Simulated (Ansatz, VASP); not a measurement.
## W in VASP and in Ansatz

```
W
1.0
     2.82827    0.00000    0.00000
     0.00000    4.89608    0.00000
     0.00000    0.00000    4.95630
W
4
Direct
  0.79317 0.93684 0.75000
  0.20683 0.43684 0.75000
  0.20683 0.06316 0.25000
  0.79317 0.56316 0.25000
```

Change from the starting cell: volume scaled by 1.02.

Alike in both runs: task single point; functional PBEsol; k mesh 9 × 6 × 6; occupations fermi-dirac, width 0.05 eV; no spin polarisation.

|  | VASP | Ansatz |
| --- | --- | --- |
| version | VASP 6.6.1 | Ansatz 0.2.0 |
| potentials or method | VASP PAW PBE potentials, release 64 (W_sv), cutoff 520 eV | all-electron LAPW, scalar-relativistic |

Ansatz gave:

```
gap on the k mesh at the Fermi level (eV)                     : none
pressure (GPa)                                                : -15.4
traceless stress, the component that is largest in VASP (GPa) : -0.62
rms of the force components (eV/Å)                            : 0.056
```

Q: Estimate VASP's values.

A: gap on the k mesh at the Fermi level (eV): none; pressure (GPa): -15.1; traceless stress, the component that is largest in VASP (GPa): -0.52; rms of the force components (eV/Å): 0.053.

VASP's potentials were made for PBE, not for PBEsol. Atom by atom the forces differ by 0.004 eV/Å (rms over components). A gap of «none» marks a metal or a gap that the smearing closes. Ansatz ran all-electron here, and VASP with PAW potentials.

Spin-orbit coupling is off throughout.
